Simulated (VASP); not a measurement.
# AlNi in VASP: further runs

The runs below take AlNi through single point, with PBEsol.

Everything below comes from runs of VASP 6.6.1. Logs are shortened: lines on timing, memory, paths and dates and some standing lists are left out, and cuts for length are marked.

## 1. The cell of the first run

Symmetry: Pm-3m, No. 221, cubic system. The conventional cell has a = 2.791 Å, b = 2.791 Å, c = 2.791 Å, α = 90.00°, β = 90.00°, γ = 90.00°. Al (site symmetry m-3m) has 8 Ni at 2.42 Å and 6 Al at 2.79 Å within 3.2 Å. Within 3.2 Å of Ni (site symmetry m-3m) lie 8 Al at 2.42 Å and 6 Ni at 2.79 Å.

## 2. Single point, PBEsol (strain -0.025 along x and y, -0.025 along z)

Contents of INCAR:

```
  PREC = Accurate
  ENCUT = 600
  EDIFF = 1E-6
  ISMEAR = 0
  SIGMA = 0.15
  LREAL = F
  LASPH = T
  NELM = 120
  ALGO = Normal
  ISIF = 2
  LWAVE = F
  LCHARG = F
  GGA = PS
  NBANDS = 14
  GGA_COMPAT = F
```

Contents of KPOINTS:

```
Automatic mesh
0
Gamma
  20 20 20
```

Contents of POSCAR:

```
AlNi
1.0
    2.7906114132      0.0000000000      0.0000000000
    0.0000000000      2.7906114132      0.0000000000
    0.0000000000      0.0000000000      2.7906114132
Al Ni
1 1
Direct
    0.0000000000      0.0000000000      0.0000000000
    0.5000000000      0.5000000000      0.5000000000
```

Potentials or basis: VASP PAW PBE potentials, release 64 (Al, Ni).

On the command line:

```
> cat potpaw_PBE.64/Al/POTCAR potpaw_PBE.64/Ni/POTCAR > POTCAR
> mpirun -np 1 vasp_std > vasp.out
```

OUTCAR:

```text
PREC = Accurate
   ENCUT = 600
   EDIFF = 1E-6
   ISMEAR = 0
   LREAL = F
   LASPH = T
   NELM = 120
   ISIF = 2
   GGA = PS

 ion  position               nearest neighbor table
   1  0.000  0.000  0.000-   2 2.42   2 2.42   2 2.42   2 2.42   2 2.42   2 2.42   2 2.42   2 2.42

   2  0.500  0.500  0.500-   1 2.42   1 2.42   1 2.42   1 2.42   1 2.42   1 2.42   1 2.42   1 2.42

  LATTYP: Found a simple cubic cell.
 ALAT       =     2.7906114132

  Lattice vectors:

 A1 = (   2.7906114132,   0.0000000000,   0.0000000000)
 A2 = (   0.0000000000,   2.7906114132,   0.0000000000)
 A3 = (   0.0000000000,   0.0000000000,   2.7906114132)

Analysis of symmetry for initial positions (statically):
=====================================================================
 Subroutine PRICEL returns:
 Original cell was already a primitive cell.

 Routine SETGRP: Setting up the symmetry group for a
 simple cubic supercell.

 Subroutine GETGRP returns: Found 48 space group operations
 (whereof 48 operations were pure point group operations)
 out of a pool of 48 trial point group operations.

The static configuration has the point symmetry O_h .

Analysis of symmetry for dynamics (positions and initial velocities):
=====================================================================
 Subroutine PRICEL returns:
 Original cell was already a primitive cell.

 Routine SETGRP: Setting up the symmetry group for a
 simple cubic supercell.

 Subroutine GETGRP returns: Found 48 space group operations
 (whereof 48 operations were pure point group operations)
 out of a pool of 48 trial point group operations.

The dynamic configuration has the point symmetry O_h .

 Subroutine INISYM returns: Found 48 space group operations
 (whereof 48 operations are pure point group operations),
 and found     1 'primitive' translations

----------------------------------------------------------------------------------------

                                     Primitive cell

  volume of cell :      21.7319

  direct lattice vectors                    reciprocal lattice vectors
     2.790611413  0.000000000  0.000000000     0.358344410  0.000000000  0.000000000
     0.000000000  2.790611413  0.000000000     0.000000000  0.358344410  0.000000000
     0.000000000  0.000000000  2.790611413     0.000000000  0.000000000  0.358344410

  length of vectors
     2.790611413  2.790611413  2.790611413     0.358344410  0.358344410  0.358344410

  position of ions in fractional coordinates (direct lattice)
     0.000000000  0.000000000  0.000000000
     0.500000000  0.500000000  0.500000000

  ion indices of the primitive-cell ions
   primitive index   ion index
                 1           1
                 2           2

----------------------------------------------------------------------------------------

 KPOINTS: Automatic mesh

Automatic generation of k-mesh.
 Grid dimensions read from file:
 generate k-points for:   20   20   20

 Generating k-lattice:

  Cartesian coordinates                     Fractional coordinates (reciprocal lattice)
     0.017917220  0.000000000  0.000000000     0.050000000  0.000000000  0.000000000
     0.000000000  0.017917220  0.000000000     0.000000000  0.050000000  0.000000000
     0.000000000  0.000000000  0.017917220     0.000000000  0.000000000  0.050000000

  Length of vectors
     0.017917220  0.017917220  0.017917220

  Shift w.r.t. Gamma in fractional coordinates (k-lattice)
     0.000000000  0.000000000  0.000000000

 Subroutine IBZKPT returns following result:
 ===========================================

 Found    286 irreducible k-points:

 Following reciprocal coordinates:
            Coordinates               Weight
  0.000000  0.000000  0.000000      1.000000
  0.050000  0.000000  0.000000      6.000000
  0.100000  0.000000  0.000000      6.000000
  0.150000  0.000000  0.000000      6.000000
  0.200000  0.000000  0.000000      6.000000
  0.250000  0.000000  0.000000      6.000000
[... 16 lines left out ...]
  0.150000  0.100000  0.000000     24.000000
  0.200000  0.100000  0.000000     24.000000
 [... further k-points ...]
   k-points           NKPTS =    286   k-points in BZ     NKDIM =    286   number of bands    NBANDS=     14
   number of dos      NEDOS =    301   number of ions     NIONS =      2
   total plane-waves  NPLWV =  13824
   dimension x,y,z NGX =    24 NGY =   24 NGZ =   24
   dimension x,y,z NGXF=    48 NGYF=   48 NGZF=   48
   ions per type =               1   1
   NGX,Y,Z   is equivalent  to a cutoff of  14.30, 14.30, 14.30 a.u.
   NGXF,Y,Z  is equivalent  to a cutoff of  28.60, 28.60, 28.60 a.u.
 SYSTEM =  unknown system
   PREC   = accura    normal or accurate (medium, high low for compatibility)
   ISTART =      0    job   : 0-new  1-cont  2-samecut
   ICHARG =      2    charge: 1-file 2-atom 10-const
   ISPIN  =      1    spin polarized calculation?
   LNONCOLLINEAR =      F non collinear calculations
   LSORBIT =      F    spin-orbit coupling
   LASPH  =      T    aspherical Exc in radial PAW
   ENCUT  =  600.0 eV  44.10 Ry    6.64 a.u.   5.57  5.57  5.57*2*pi/ulx,y,z
   NELM   =    120;   NELMIN=  2; NELMDL= -5     # of ELM steps
   EDIFF  = 0.1E-05   stopping-criterion for ELM
   LREAL  =      F    real-space projection
   EDIFFG = 0.1E-04   stopping-criterion for IOM
   NSW    =      0    number of steps for IOM
   IBRION =     -1    ionic relax: 0-MD 1-quasi-New 2-CG
   NFREE  =      0    steps in history (QN), initial steepest desc. (CG)
   ISIF   =      2    stress and relaxation
   ISYM   =      2    0-nonsym 1-usesym 2-fastsym
   POTIM  = 0.5000    time-step for ionic-motion
   TEBEG  =    0.0;   TEEND  =   0.0 temperature during run
   PSTRESS=    0.0 pullay stress
   NELECT =      13.0000    total number of electrons
   NUPDOWN=      -1.0000    fix difference up-down
   EMIN   =  10.00;   EMAX   =-10.00  energy-range for DOS
   EFERMI =   0.00;   METHOD = LEGACY
   ISMEAR =     0;   SIGMA  =   0.15  broadening in eV -4-tet -1-fermi 0-gaus
   EFERMI_NEDOS =   21; number of points for ismear=-14 and -15
   IALGO  =     38    algorithm
   IMIX   =      4    mixing-type and parameters
     AMIX     =   0.40;   BMIX     =  1.00
     AMIX_MAG =   1.60;   BMIX_MAG =  1.00
  volume/ion in A,a.u.               =      10.87        73.33
  Fermi-wavevector in a.u.,A,eV,Ry     =   1.379399  2.606686 25.888372  1.902742
  Thomas-Fermi vector in A             =   2.504372
   LORBIT       =      0    0 simple, 1 ext, 2 COOP (PROOUT), +10 PAW based schemes
   GGA     = PS    functional components
   LHFCALC =     F    Hartree Fock is set to
   AEXX    =    0.0000 exact exchange contribution
   IVDW    =     0    specifies the selected vdW correction
   LEPSILON=     F    determine dielectric tensor
   LRPA    =     F    only Hartree local field effects (RPA)
 non-spin polarized calculation
 Gauss-broadening in eV      SIGMA  =   0.15
  energy-cutoff  :      600.00
  volume of cell :       21.73
 maximum number of plane-waves:       743
 NGX is ok and might be reduce to    24
   NGX = 11   NGY = 11   NGZ = 11

 number of electron      12.9999988 magnetization

 Free energy of the ion-electron system (eV)
  ---------------------------------------------------
  ext. energy  EPLUGINS =         0.00000000
  ---------------------------------------------------
  free energy    TOTEN  =       -11.51115239 eV

  energy without entropy =      -11.50201335  energy(sigma->0) =      -11.50658287

 E-fermi :  11.2089     XC(G=0): -12.6388

 val. band max:       11.2060179258   @ k =   0.3500   0.1500   0.1000
 cond. band min:      11.2092129466   @ k =   0.5000   0.4500   0.3000
 fundamental gap:      0.0031950207
 Fermi energy:        11.2089135228

 k-point     1 :       0.0000    0.0000    0.0000
  band No.  band energies     occupation
      1      -0.6370      2.00000
      2       7.4843      2.00000
      3       7.4843      2.00000
      4       9.4611      2.00000
      5       9.4611      2.00000
      6       9.4611      2.00000
      7      17.1318      0.00000
      8      17.1318      0.00000
      9      17.1318      0.00000
     10      19.6749      0.00000
     11      19.6749      0.00000
     12      26.7335      0.00000
     13      33.2516      0.00000
     14      33.2516      0.00000

 k-point     2 :       0.0500    0.0000    0.0000
  band No.  band energies     occupation
      1      -0.5877      2.00000
      2       7.4826      2.00000
      3       7.4969      2.00000
      4       9.4381      2.00000
      5       9.4381      2.00000
      6       9.4637      2.00000
      7      16.5374      0.00000
      8      17.1971      0.00000
      9      17.1971      0.00000
     10      19.6738      0.00000
     11      20.2319      0.00000
     12      26.8905      0.00000
     13      32.6264      0.00000
     14      32.6264      0.00000

 k-point     3 :       0.1000    0.0000    0.0000
  band No.  band energies     occupation
      1      -0.4401      2.00000
      2       7.4716      2.00000
      3       7.5337      2.00000
      4       9.3725      2.00000
      5       9.3725      2.00000
      6       9.4709      2.00000
      7      15.4141      0.00000
      8      17.3896      0.00000
      9      17.3896      0.00000
     10      19.6706      0.00000
     11      21.2323      0.00000
     12      27.3755      0.00000
     13      31.4484      0.00000
     14      31.4484      0.00000
[... 324 lines left out ...]
 k-point    23 :       0.1500    0.1000    0.0000
  band No.  band energies     occupation
      1      -0.0012      2.00000
      2       7.4855      2.00000
      3       7.5949      2.00000
      4       9.1655      2.00000
      5       9.2806      2.00000
      6       9.4017      2.00000
      7      14.3569      0.00000
      8      16.0158      0.00000
      9      17.9530      0.00000
     10      20.6350      0.00000
     11      23.0434      0.00000
     12      28.2812      0.00000
     13      28.6740      0.00000
     14      30.2822      0.00000

 k-point    24 :       0.2000    0.1000    0.0000
  band No.  band energies     occupation
      1       0.3362      2.00000
      2       7.3994      2.00000
      3       7.6694      2.00000
      4       9.0406      2.00000
      5       9.1653      2.00000
      6       9.4156      2.00000
      7      13.2717      0.00000
      8      16.3261      0.00000
      9      18.3661      0.00000
     10      20.7120      0.00000
     11      23.9385      0.00000
     12      27.1090      0.00000
     13      29.0436      0.00000
     14      29.6879      0.00000

 [... further k-points ...]

------------------------ aborting loop because EDIFF is reached ----------------------------------------

  FORCE on cell =-STRESS in cart. coord.  units (eV):
  Direction    XX          YY          ZZ          XY          YZ          ZX
  --------------------------------------------------------------------------------------
  -------------------------------------------------------------------------------------
  Total        2.1173686      2.1173686      2.1173686     -0.0000000     -0.0000000      0.0000000
  in kB      156.1021778    156.1021778    156.1021778     -0.0000000     -0.0000000      0.0000000
  external PRESSURE =     156.1021778 kB  Pullay stress =       0.0000000 kB

 VOLUME and BASIS-vectors are now :
 -----------------------------------------------------------------------------
  energy-cutoff  :      600.00
  volume of cell :       21.73
      direct lattice vectors                 reciprocal lattice vectors
     2.790611413  0.000000000  0.000000000     0.358344410  0.000000000  0.000000000
     0.000000000  2.790611413  0.000000000     0.000000000  0.358344410  0.000000000
     0.000000000  0.000000000  2.790611413     0.000000000  0.000000000  0.358344410

 POSITION                                       TOTAL-FORCE (eV/Angst)
 -----------------------------------------------------------------------------------
      0.00000      0.00000      0.00000         0.000000      0.000000      0.000000
      1.39531      1.39531      1.39531         0.000000      0.000000      0.000000
 -----------------------------------------------------------------------------------
    total drift:                                0.000000      0.000000     -0.000000

  FREE ENERGIE OF THE ION-ELECTRON SYSTEM (eV)
  ---------------------------------------------------
  free  energy   TOTEN  =       -11.5111523941 eV

  energy  without entropy=      -11.5020133533  energy(sigma->0) =      -11.50658287
```

Run time: 1.7 min. Hardware: 1 thread of Intel Xeon 8259CL, shared host; peak memory 0.23 GiB.

What came out:

```yaml
Free_energy: -11.5112 eV
Pressure: 15.6 GPa
Band_gap_on_the_k_mesh: zero (an odd number of electrons rules out a gap without spin polarisation)
```

Levels at points of the mesh, in eV from the Fermi level:
```csv
k point,band 4,band 5,band 6,band 7,band 8,band 9,band 10,band 11
"(0.00, 0.00, 0.00)",-1.75,-1.75,-1.75,5.92,5.92,5.92,8.47,8.47
"(0.50, 0.00, 0.00)",-2.55,-2.55,-1.64,-0.70,8.40,10.47,10.47,11.89
"(0.50, 0.50, 0.00)",-3.14,-2.37,-2.37,-1.14,1.64,2.98,13.39,15.91
"(0.50, 0.50, 0.50)",-1.11,-1.11,1.90,1.90,1.90,4.61,4.91,4.91
```

Caveat: the cell differs from its parent crystal (strain -0.025 along x and y, -0.025 along z); the cell stands under pressure; the PAW data sets were made with another functional, which shifts forces and pressure a little. Spin polarisation is off, so any magnetic state and its effect on volume and gap are missing.

## 3. Single point, PBEsol (strain +0.025 along x and y, +0.025 along z)

Contents of INCAR:

```
PREC = Accurate ; ENCUT = 600
EDIFF = 1E-6 ; ISMEAR = 0
SIGMA = 0.15 ; LREAL = False
LASPH = True ; NELM = 120
ALGO = Normal ; ISIF = 2
LWAVE = False ; LCHARG = False
GGA = PS ; NBANDS = 14
GGA_COMPAT = False
```

Contents of KPOINTS:

```
regular mesh
0
Gamma
  20 20 20
```

Contents of POSCAR:

```
AlNi
1.0
    2.9337196908      0.0000000000      0.0000000000
    0.0000000000      2.9337196908      0.0000000000
    0.0000000000      0.0000000000      2.9337196908
Al Ni
1 1
Direct
    0.0000000000      0.0000000000      0.0000000000
    0.5000000000      0.5000000000      0.5000000000
```

Potentials or basis: VASP PAW PBE potentials, release 64 (Al, Ni).

On the command line:

```
> cat potpaw_PBE.64/Al/POTCAR potpaw_PBE.64/Ni/POTCAR > POTCAR
> mpirun -np 1 vasp_std > vasp.out
```

It took 98 s on 1 thread of Intel Xeon 8259CL, shared host; peak memory 0.24 GiB.

Results (log left out):

```yaml
Free_energy: -11.5269 eV
Pressure: -10.8 GPa
Band_gap_on_the_k_mesh: zero (an odd number of electrons rules out a gap without spin polarisation)
```

Levels at points of the mesh, in eV from the Fermi level:
```
           k point  band 3  band 4  band 5  band 6  band 7  band 8  band 9  band 10  band 11  band 12
(0.00, 0.00, 0.00)   -2.98   -1.43   -1.43   -1.43    5.27    5.27    5.27     7.97     7.97    12.78
(0.50, 0.00, 0.00)   -2.55   -2.09   -2.09   -1.35   -0.62    8.23    9.73     9.73    10.38    10.38
(0.50, 0.50, 0.00)   -2.73   -2.73   -1.92   -1.92   -0.95    1.37    2.24    11.70    14.70    14.70
(0.50, 0.50, 0.50)   -3.83   -0.92   -0.92    2.03    2.03    2.03    3.26     4.24     4.24     4.24
```

Caveat: the cell differs from its parent crystal (strain +0.025 along x and y, +0.025 along z); the cell stands under tension; the PAW data sets were made with another functional, which shifts forces and pressure a little.

## 4. Single point, PBEsol (strain +0.050 along x and y, +0.050 along z)

Contents of INCAR:

```
ALGO = Normal
EDIFF = 1E-6
ENCUT = 600
GGA = PS
GGA_COMPAT = False
ISIF = 2
ISMEAR = 0
LASPH = True
LCHARG = False
LREAL = False
LWAVE = False
NBANDS = 14
NELM = 120
PREC = Accurate
SIGMA = 0.15
```

Contents of KPOINTS:

```
k-points
0
Gamma
  20 20 20
```

Contents of POSCAR:

```
AlNi
1.0
    3.0052738296      0.0000000000      0.0000000000
    0.0000000000      3.0052738296      0.0000000000
    0.0000000000      0.0000000000      3.0052738296
Al Ni
1 1
Direct
    0.0000000000      0.0000000000      0.0000000000
    0.5000000000      0.5000000000      0.5000000000
```

On the command line:

```
> cat potpaw_PBE.64/Al/POTCAR potpaw_PBE.64/Ni/POTCAR > POTCAR
> mpirun -np 1 vasp_std > vasp.out
```

It took 2.1 min on 1 thread of Intel Xeon 8259CL, shared host; peak memory 0.25 GiB.

Results (log left out):

- Free energy: -11.3526 eV
- Pressure: -18.3 GPa
- Band gap on the k mesh: zero (an odd number of electrons rules out a gap without spin polarisation)

Levels at points of the mesh, in eV from the Fermi level:
```
           k point  band 5  band 6  band 7  band 8  band 9  band 10
(0.00, 0.00, 0.00)   -1.31   -1.31    4.99    4.99    4.99     7.74
(0.50, 0.00, 0.00)   -1.90   -1.23   -0.58    8.13    9.38     9.38
(0.50, 0.50, 0.00)   -1.74   -1.74   -0.87    1.25    1.92    10.94
(0.50, 0.50, 0.50)   -0.84    2.08    2.08    2.08    2.67     3.95
```

Caveat: the cell differs from its parent crystal (strain +0.050 along x and y, +0.050 along z); the cell stands under tension; the PAW data sets were made with another functional, which shifts forces and pressure a little. Spin polarisation is off, so any magnetic state and its effect on volume and gap are missing.

## 5. Single point, PBEsol (strain -0.050 along x and y, -0.025 along z)

Contents of INCAR:

```
SYSTEM = AlNi
ALGO = Normal
EDIFF = 1E-6
ENCUT = 600
GGA = PS
GGA_COMPAT = .FALSE.
ISIF = 2
ISMEAR = 0
LASPH = .TRUE.
LCHARG = .FALSE.
LREAL = .FALSE.
LWAVE = .FALSE.
NBANDS = 14
NELM = 120
PREC = Accurate
SIGMA = 0.15
```

Contents of KPOINTS:

```
k-points
0
G
  20 20 20
  0 0 0
```

Contents of POSCAR:

```
AlNi
1.0
    2.7190572744      0.0000000000      0.0000000000
    0.0000000000      2.7190572744      0.0000000000
    0.0000000000      0.0000000000      2.7906114132
Al Ni
1 1
Direct
    0.0000000000      0.0000000000      0.0000000000
    0.5000000000      0.5000000000      0.5000000000
```

On the command line:

```
> cat potpaw_PBE.64/Al/POTCAR potpaw_PBE.64/Ni/POTCAR > POTCAR
> mpirun -np 1 vasp_std > vasp.out
```

Run time: 4 min. Hardware: 1 thread of Intel Xeon 8259CL, shared host; peak memory 0.37 GiB.

It converged, with:

```
Free energy            : -11.3556 eV
Pressure               : 29.3 GPa
Band gap on the k mesh : zero (an odd number of electrons rules out a gap without spin polarisation)
```

Stress tensor (GPa, compression positive):
```
30.22  0.00  0.00
 0.00 30.22  0.00
 0.00  0.00 27.50
```

Levels at points of the mesh, in eV from the Fermi level:
```tsv
k point	band 4	band 5	band 6	band 7	band 8	band 9	band 10	band 11
(0.00, 0.00, 0.00)	-1.91	-1.91	-1.82	5.48	6.51	6.51	8.50	8.74
(0.50, 0.00, 0.00)	-2.85	-2.67	-1.78	-0.66	8.42	10.14	11.09	11.99
(0.50, 0.50, 0.00)	-3.16	-2.65	-2.65	-1.18	1.92	3.43	13.54	15.96
(0.00, 0.00, 0.50)	-2.67	-2.67	-1.72	-0.89	8.45	10.99	10.99	12.53
(0.50, 0.00, 0.50)	-3.29	-2.53	-2.49	-1.25	1.66	3.16	14.26	16.39
(0.50, 0.50, 0.50)	-1.23	-1.15	1.80	1.88	1.88	5.06	5.06	5.12
```

Caveat: the cell differs from its parent crystal (strain -0.050 along x and y, -0.025 along z); the cell stands under pressure; the PAW data sets were made with another functional, which shifts forces and pressure a little.

## 6. Summary

| cell | gap on the mesh (eV) | pressure (GPa) |
| --- | --- | --- |
| a = 2.791 Å, 2 atoms | none | 15.6 |
| a = 2.934 Å, 2 atoms | none | -10.8 |
| a = 3.005 Å, 2 atoms | none | -18.3 |
| a = 2.719, b = 2.719, c = 2.791 Å, 2 atoms | none | 29.3 |

Alike in all rows: task single point; level PBEsol; potentials or basis VASP PAW PBE potentials, release 64 (Al, Ni); no spin polarisation; k mesh 20 × 20 × 20; cutoff (eV) 600; smearing gaussian 0.15 eV.

Caveats: the PAW data sets were made with another functional, which shifts forces and pressure a little; the cell stands under pressure (at least some runs); the cell stands under tension (at least some runs).

Absolute energies hang on the potentials; compare differences alone.
